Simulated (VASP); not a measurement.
# MgSb2 (Cmcm) in VASP: notebook, part 3 of 3

VASP 6.6.1. The steps go on from the part before.

## (4) Single point, PBEsol+D4

This run uses another cell than the first one, of 24.53 Å³/atom.

The input, INCAR:

```
SYSTEM = MgSb2
PREC = Accurate ; ENCUT = 520
EDIFF = 1E-6 ; ISMEAR = -1
SIGMA = 0.1 ; LREAL = .FALSE.
LASPH = .TRUE. ; NELM = 80
ALGO = Normal ; ISIF = 2
LWAVE = .FALSE. ; LCHARG = .FALSE.
GGA = PS ; IVDW = 13
NBANDS = 21
```

The input, KPOINTS:

```
regular mesh
0
G
  4 4 4
  0 0 0
```

The input, POSCAR:

```
MgSb2
1.0
    4.6179859036     -2.8912097579      0.0000000000
    4.6179859036      2.8912097579      0.0000000000
    0.0000000000      0.0000000000      5.5118995696
Mg Sb
2 4
Direct
    0.3158830000      0.6841170000      0.7500000000
    0.6841170000      0.3158830000      0.2500000000
    0.6345660000      0.0337820000      0.7500000000
    0.9662180000      0.3654340000      0.7500000000
    0.0337820000      0.6345660000      0.2500000000
    0.3654340000      0.9662180000      0.2500000000
```

Potentials or basis: VASP PAW PBE potentials, release 64 (Mg, Sb).

Started as:

```bash
$ cat potpaw_PBE.64/Mg/POTCAR potpaw_PBE.64/Sb/POTCAR > POTCAR
$ mpirun -np 1 vasp_std > vasp.out
```

OUTCAR:

```text
SYSTEM = MgSb2
   PREC = Accurate
   ENCUT = 520
   EDIFF = 1E-6
   ISMEAR = -1
   LREAL = .FALSE.
   LASPH = .TRUE.
   NELM = 80
   ISIF = 2
   GGA = PS
   IVDW = 13

 ion  position               nearest neighbor table
   1  0.316  0.684  0.750-   3 3.09   4 3.09   4 3.19   3 3.19   6 3.22   5 3.22   6 3.22   5 3.22
                             4 3.35   3 3.35   2 3.48   2 3.48
   2  0.684  0.316  0.250-   5 3.09   6 3.09   6 3.19   5 3.19   4 3.22   3 3.22   4 3.22   3 3.22
                             5 3.35   6 3.35   1 3.48   1 3.48
   3  0.635  0.034  0.750-   4 3.06   1 3.09   1 3.19   6 3.22   6 3.22   2 3.22   2 3.22   4 3.28
                             4 3.28   1 3.35   5 3.60   5 3.60
   4  0.966  0.365  0.750-   3 3.06   1 3.09   1 3.19   5 3.22   5 3.22   2 3.22   2 3.22   3 3.28
                             3 3.28   1 3.35   6 3.60   6 3.60
   5  0.034  0.635  0.250-   6 3.06   2 3.09   2 3.19   4 3.22   4 3.22   1 3.22   1 3.22   6 3.28
                             6 3.28   2 3.35   3 3.60   3 3.60
   6  0.365  0.966  0.250-   5 3.06   2 3.09   2 3.19   3 3.22   3 3.22   1 3.22   1 3.22   5 3.28
                             5 3.28   2 3.35   4 3.60   4 3.60

  LATTYP: Found a base centered orthorhombic cell.
 ALAT       =     5.7824195158
 B/A-ratio  =     1.5972503866
 C/A-ratio  =     0.9532168246

  Lattice vectors:

 A1 = (  -4.6179859036,  -2.8912097579,   0.0000000000)
 A2 = (   4.6179859036,  -2.8912097579,   0.0000000000)
 A3 = (   0.0000000000,   0.0000000000,   5.5118995696)

Analysis of symmetry for initial positions (statically):
=====================================================================
 Subroutine PRICEL returns:
 Original cell was already a primitive cell.

 Routine SETGRP: Setting up the symmetry group for a
 base centered orthorhombic supercell.

 Subroutine GETGRP returns: Found  8 space group operations
 (whereof  4 operations were pure point group operations)
 out of a pool of  8 trial point group operations.

The static configuration has the point symmetry C_2h.
 The point group associated with its full space group is D_2h.

Analysis of symmetry for dynamics (positions and initial velocities):
=====================================================================
 Subroutine PRICEL returns:
 Original cell was already a primitive cell.

 Routine SETGRP: Setting up the symmetry group for a
 base centered orthorhombic supercell.

 Subroutine GETGRP returns: Found  8 space group operations
 (whereof  4 operations were pure point group operations)
 out of a pool of  8 trial point group operations.

The dynamic configuration has the point symmetry C_2h.
 The point group associated with its full space group is D_2h.

 Subroutine INISYM returns: Found  8 space group operations
 (whereof  4 operations are pure point group operations),
 and found     1 'primitive' translations

----------------------------------------------------------------------------------------

                                     Primitive cell

  volume of cell :     147.1850

  direct lattice vectors                    reciprocal lattice vectors
     4.617985904 -2.891209758  0.000000000     0.108272310 -0.172937989  0.000000000
     4.617985904  2.891209758  0.000000000     0.108272310  0.172937989  0.000000000
[... 50 lines left out ...]
  0.000000  0.000000  0.000000      1.000000
  0.250000  0.000000  0.000000      4.000000
  0.500000  0.000000  0.000000      2.000000
  0.250000  0.250000  0.000000      2.000000
  0.500000  0.250000  0.000000      4.000000
 -0.250000  0.250000  0.000000      2.000000
[... 13 lines left out ...]
 -0.250000  0.250000  0.500000      2.000000
  0.500000  0.500000  0.500000      1.000000
   k-points           NKPTS =     21   k-points in BZ     NKDIM =     21   number of bands    NBANDS=     21
   number of dos      NEDOS =    301   number of ions     NIONS =      6
   total plane-waves  NPLWV =  74088
   dimension x,y,z NGX =    42 NGY =   42 NGZ =   42
   dimension x,y,z NGXF=    84 NGYF=   84 NGZF=   84
   ions per type =               2   4
   NGX,Y,Z   is equivalent  to a cutoff of  12.82, 12.82, 12.67 a.u.
   NGXF,Y,Z  is equivalent  to a cutoff of  25.63, 25.63, 25.34 a.u.
 SYSTEM =  MgSb2
   PREC   = accura    normal or accurate (medium, high low for compatibility)
   ISTART =      0    job   : 0-new  1-cont  2-samecut
   ICHARG =      2    charge: 1-file 2-atom 10-const
   ISPIN  =      1    spin polarized calculation?
   LNONCOLLINEAR =      F non collinear calculations
   LSORBIT =      F    spin-orbit coupling
   LASPH  =      T    aspherical Exc in radial PAW
   ENCUT  =  520.0 eV  38.22 Ry    6.18 a.u.  10.13 10.13 10.25*2*pi/ulx,y,z
   NELM   =     80;   NELMIN=  2; NELMDL= -5     # of ELM steps
   EDIFF  = 0.1E-05   stopping-criterion for ELM
   LREAL  =      F    real-space projection
   EDIFFG = 0.1E-04   stopping-criterion for IOM
   NSW    =      0    number of steps for IOM
   IBRION =     -1    ionic relax: 0-MD 1-quasi-New 2-CG
   NFREE  =      0    steps in history (QN), initial steepest desc. (CG)
   ISIF   =      2    stress and relaxation
   ISYM   =      2    0-nonsym 1-usesym 2-fastsym
   POTIM  = 0.5000    time-step for ionic-motion
   TEBEG  =    0.0;   TEEND  =   0.0 temperature during run
   PSTRESS=    0.0 pullay stress
   NELECT =      24.0000    total number of electrons
   NUPDOWN=      -1.0000    fix difference up-down
   EMIN   =  10.00;   EMAX   =-10.00  energy-range for DOS
   EFERMI =   0.00;   METHOD = LEGACY
   ISMEAR =    -1;   SIGMA  =   0.10  broadening in eV -4-tet -1-fermi 0-gaus
   EFERMI_NEDOS =   21; number of points for ismear=-14 and -15
   IALGO  =     38    algorithm
   IMIX   =      4    mixing-type and parameters
     AMIX     =   0.40;   BMIX     =  1.00
     AMIX_MAG =   1.60;   BMIX_MAG =  1.00
  volume/ion in A,a.u.               =      24.53       165.54
  Fermi-wavevector in a.u.,A,eV,Ry     =   0.894384  1.690141 10.883613  0.799923
  Thomas-Fermi vector in A             =   2.016582
   LORBIT       =      0    0 simple, 1 ext, 2 COOP (PROOUT), +10 PAW based schemes
   GGA     = PS    functional components
   LHFCALC =     F    Hartree Fock is set to
   AEXX    =    0.0000 exact exchange contribution
   IVDW    =    13    specifies the selected vdW correction
   LEPSILON=     F    determine dielectric tensor
   LRPA    =     F    only Hartree local field effects (RPA)
 non-spin polarized calculation
  energy-cutoff  :      520.00
  volume of cell :      147.18
 maximum number of plane-waves:      3980
 NGX is ok and might be reduce to    42
   NGX = 21   NGY = 21   NGZ = 21

 number of electron      24.0000001 magnetization

 Free energy of the ion-electron system (eV)
  ---------------------------------------------------
  ext. energy  EPLUGINS =         0.00000000
  ---------------------------------------------------
  free energy    TOTEN  =       -21.83970122 eV

  energy without entropy =      -21.72341146  energy(sigma->0) =      -21.78155634

 E-fermi :   7.0474     XC(G=0):  -9.9382

 val. band max:        7.0454663945   @ k =   0.5000   0.0000   0.2500
 cond. band min:       7.0664185861   @ k =   0.5000   0.5000   0.2500
 fundamental gap:      0.0209521915
 Fermi energy:         7.0473567088

 k-point     1 :       0.0000    0.0000    0.0000
  band No.  band energies     occupation
      1      -5.2491      2.00000
      2      -2.1850      2.00000
      3      -1.1269      2.00000
      4       0.2198      2.00000
      5       1.7485      2.00000
      6       2.9805      2.00000
[... 493 lines left out ...]
     20      11.1604      0.00000
     21      11.8349      0.00000

------------------------ aborting loop because EDIFF is reached ----------------------------------------

  DFT-D4 for vdW energy calculation

  Edisp (eV):   -1.48866

  FORCE on cell =-STRESS in cart. coord.  units (eV):
  Direction    XX          YY          ZZ          XY          YZ          ZX
  --------------------------------------------------------------------------------------
  -------------------------------------------------------------------------------------
  Total       1.14320    -1.68420    -2.44293     0.00000     0.00000     0.00000
  in kB      12.44427   -18.33326   -26.59240     0.00000     0.00000     0.00000
  external pressure =      -10.83 kB  Pullay stress =        0.00 kB

 VOLUME and BASIS-vectors are now :
 -----------------------------------------------------------------------------
  energy-cutoff  :      520.00
  volume of cell :      147.18
      direct lattice vectors                 reciprocal lattice vectors
     4.617985904 -2.891209758  0.000000000     0.108272310 -0.172937989  0.000000000
     4.617985904  2.891209758  0.000000000     0.108272310  0.172937989  0.000000000
     0.000000000  0.000000000  5.511899570     0.000000000  0.000000000  0.181425657

 POSITION                                       TOTAL-FORCE (eV/Angst)
 -----------------------------------------------------------------------------------
      4.61799      1.06464      4.13392         0.000000      0.079016     -0.000000
      4.61799     -1.06464      1.37797         0.000000     -0.079016      0.000000
      3.08642     -1.73699      4.13392         0.342264      0.018278      0.000000
      6.14955     -1.73699      4.13392        -0.342264      0.018278      0.000000
      3.08642      1.73699      1.37797         0.342264     -0.018278     -0.000000
      6.14955      1.73699      1.37797        -0.342264     -0.018278      0.000000
 -----------------------------------------------------------------------------------
    total drift:                               -0.000000     -0.000000     -0.000000

  FREE ENERGIE OF THE ION-ELECTRON SYSTEM (eV)
  ---------------------------------------------------
  free  energy   TOTEN  =       -23.3283625437 eV

  energy  without entropy=      -23.2120727893  energy(sigma->0) =      -23.27021767
```

Run time: 64 s. Hardware: 1 thread of Intel Xeon Platinum 8488C (Sapphire Rapids), shared host; peak memory 0.27 GiB.

What came out:

```yaml
Free_energy: -23.3284 eV
Pressure: -1.1 GPa
Largest_force: 0.343 eV/Å
Band_gap_on_the_k_mesh: zero (bands 12 and 13 overlap by 2.24 eV)
Dispersion_energy_per_atom: -0.248 eV
```

Forces in eV/Å, atoms in the order of the input:
```
Mg   0.000  0.079  0.000
Mg   0.000 -0.079  0.000
Sb   0.342  0.018  0.000
Sb  -0.342  0.018  0.000
Sb   0.342 -0.018  0.000
Sb  -0.342 -0.018  0.000
```

Stress tensor (GPa, compression positive):
```
 1.24  0.00  0.00
 0.00 -1.83  0.00
 0.00  0.00 -2.66
```

Caveat: the PAW data sets were made with another functional, which shifts forces and pressure a little; spin-orbit coupling is left out, which moves the levels of the heavy elements.

## (5) Single point, PBEsol+D4

This run uses another cell than the first one, of 25.18 Å³/atom.

The input, INCAR:

```
SYSTEM = MgSb2
PREC = Accurate
ENCUT = 520
EDIFF = 1E-7
ISMEAR = -1
SIGMA = 0.1
LREAL = .False.
LASPH = .True.
NELM = 100
ALGO = Normal
ISIF = 2
LWAVE = .False.
LCHARG = .False.
GGA = PS
IVDW = 13
NBANDS = 21
```

The input, KPOINTS:

```
Automatic mesh
0
Gamma
  4 4 4
  0 0 0
```

POSCAR: that of step 4 with these lines changed.

```diff
@@ -2,5 +2,5 @@
 1.0
-    4.6179859036     -2.8912097579      0.0000000000
-    4.6179859036      2.8912097579      0.0000000000
-    0.0000000000      0.0000000000      5.5118995696
+    4.6581443184     -2.9163519743      0.0000000000
+    4.6581443184      2.9163519743      0.0000000000
+    0.0000000000      0.0000000000      5.5598315370
 Mg Sb
```

Started as:

```bash
$ cat potpaw_PBE.64/Mg/POTCAR potpaw_PBE.64/Sb/POTCAR > POTCAR
$ mpirun -np 1 vasp_std > vasp.out
```

Run time: 78 s. Hardware: 1 thread of Intel Xeon Platinum 8488C (Sapphire Rapids), shared host; peak memory 0.27 GiB.

It converged, with:

| Quantity | Value |
| --- | --- |
| Free energy | -23.2852 eV |
| Pressure | -2.5 GPa |
| Largest force | 0.308 eV/Å |
| Band gap on the k mesh | zero (bands 12 and 13 overlap by 2.17 eV) |
| Dispersion energy per atom | -0.242 eV |

Forces on the atoms (eV/Å):
```
Mg   0.000  0.074  0.000
Mg   0.000 -0.074  0.000
Sb   0.307  0.029  0.000
Sb  -0.307  0.029  0.000
Sb   0.307 -0.029  0.000
Sb  -0.307 -0.029  0.000
```

Stress tensor (GPa, compression positive):
```
-0.58  0.00  0.00
 0.00 -3.01  0.00
 0.00  0.00 -3.77
```

Levels at points of the mesh, in eV from the Fermi level:
```tsv
k point	band 9	band 10	band 11	band 12	band 13	band 14	band 15	band 16
(0.00, 0.00, 0.00)	-2.43	-1.28	-1.24	-0.92	0.57	0.59	0.75	0.80
(0.50, 0.00, 0.00)	-2.35	-2.22	-0.30	-0.05	0.29	0.51	1.88	2.02
(0.50, 0.50, 0.00)	-2.27	-2.18	-2.08	0.14	0.78	1.34	1.80	2.29
(0.00, 0.00, 0.50)	-1.98	-1.98	-1.72	-1.72	-1.33	-1.33	1.32	1.32
(0.50, 0.00, 0.50)	-0.27	-0.27	0.65	0.65	1.09	1.09	1.92	1.92
(0.50, 0.50, 0.50)	-0.54	-0.54	0.76	0.76	1.75	1.75	2.00	2.00
```

Caveat: the PAW data sets were made with another functional, which shifts forces and pressure a little; spin-orbit coupling is left out, which moves the levels of the heavy elements.

## (6) Single point, PBEsol+D4

This run uses another cell than the first one, of 25.82 Å³/atom.

The input, INCAR:

```
SYSTEM = MgSb2
PREC = Accurate ; ENCUT = 520
EDIFF = 1E-7 ; ISMEAR = -1
SIGMA = 0.1 ; LREAL = .False.
LASPH = .True. ; NELM = 60
ALGO = Normal ; ISIF = 2
LWAVE = .False. ; LCHARG = .False.
GGA = PS ; IVDW = 13
NBANDS = 21
```

KPOINTS is that of step 5.

POSCAR: that of step 5 with these lines changed.

```diff
@@ -2,5 +2,5 @@
 1.0
-    4.6581443184     -2.9163519743      0.0000000000
-    4.6581443184      2.9163519743      0.0000000000
-    0.0000000000      0.0000000000      5.5598315370
+    4.6976220000     -2.9410680000      0.0000000000
+    4.6976220000      2.9410680000      0.0000000000
+    0.0000000000      0.0000000000      5.6069510000
 Mg Sb
```

Potentials or basis: VASP PAW PBE potentials, release 64 (Mg, Sb).

Started as:

```bash
$ cat potpaw_PBE.64/Mg/POTCAR potpaw_PBE.64/Sb/POTCAR > POTCAR
$ mpirun -np 1 vasp_std > vasp.out
```

Wall time 66 s (1 thread of Intel Xeon Platinum 8488C (Sapphire Rapids), shared host); peak memory 0.26 GiB.

It converged, with:

| Quantity | Value |
| --- | --- |
| Free energy | -23.2112 eV |
| Pressure | -3.6 GPa |
| Largest force | 0.275 eV/Å |
| Band gap on the k mesh | zero (bands 12 and 13 overlap by 2.09 eV) |
| Dispersion energy per atom | -0.236 eV |

Forces in eV/Å, atoms in the order of the input:
```
Mg   0.000  0.069  0.000
Mg   0.000 -0.069  0.000
Sb   0.272  0.039  0.000
Sb  -0.272  0.039  0.000
Sb   0.272 -0.039  0.000
Sb  -0.272 -0.039  0.000
```

Stress tensor (GPa, compression positive):
```
-2.17  0.00  0.00
 0.00 -4.03  0.00
 0.00  0.00 -4.74
```

Levels at points of the mesh, in eV from the Fermi level:
```csv
k point,band 10,band 11,band 12,band 13,band 14,band 15
"(0.00, 0.00, 0.00)",-1.25,-1.20,-0.90,0.56,0.57,0.75
"(0.50, 0.00, 0.00)",-2.20,-0.30,-0.02,0.28,0.53,1.79
"(0.50, 0.50, 0.00)",-2.12,-2.03,0.13,0.77,1.28,1.84
"(0.00, 0.00, 0.50)",-1.92,-1.70,-1.70,-1.29,-1.29,1.30
"(0.50, 0.00, 0.50)",-0.27,0.62,0.62,1.04,1.04,1.89
"(0.50, 0.50, 0.50)",-0.59,0.73,0.73,1.71,1.71,1.96
```

Caveat: the cell stands under tension; the PAW data sets were made with another functional, which shifts forces and pressure a little; spin-orbit coupling is left out, which moves the levels of the heavy elements.

## (7) Summary

```csv
cell,gap on the mesh (eV),pressure (GPa),largest force (eV/Å)
"a = 5.351, b = 5.351, c = 5.413 Å, angles 90.0, 90.0, 64.1°, 6 atoms",none,2.3,0.42
"a = 5.400, b = 5.400, c = 5.463 Å, angles 90.0, 90.0, 64.1°, 6 atoms",none,0.5,0.38
"a = 5.448, b = 5.448, c = 5.512 Å, angles 90.0, 90.0, 64.1°, 6 atoms",none,-1.1,0.34
"a = 5.496, b = 5.496, c = 5.560 Å, angles 90.0, 90.0, 64.1°, 6 atoms",none,-2.5,0.31
"a = 5.542, b = 5.542, c = 5.607 Å, angles 90.0, 90.0, 64.1°, 6 atoms",none,-3.6,0.28
```

Alike in all rows: task single point; level PBEsol+D4; potentials or basis VASP PAW PBE potentials, release 64 (Mg, Sb); no spin polarisation; k mesh 4 × 4 × 4; cutoff (eV) 520; smearing fermi-dirac 0.1 eV.

Caveats: the PAW data sets were made with another functional, which shifts forces and pressure a little; spin-orbit coupling is left out, which moves the levels of the heavy elements; the cell stands under tension (at least some runs).

Total energies depend on the potentials used, so only differences within one code and one set of settings carry meaning.
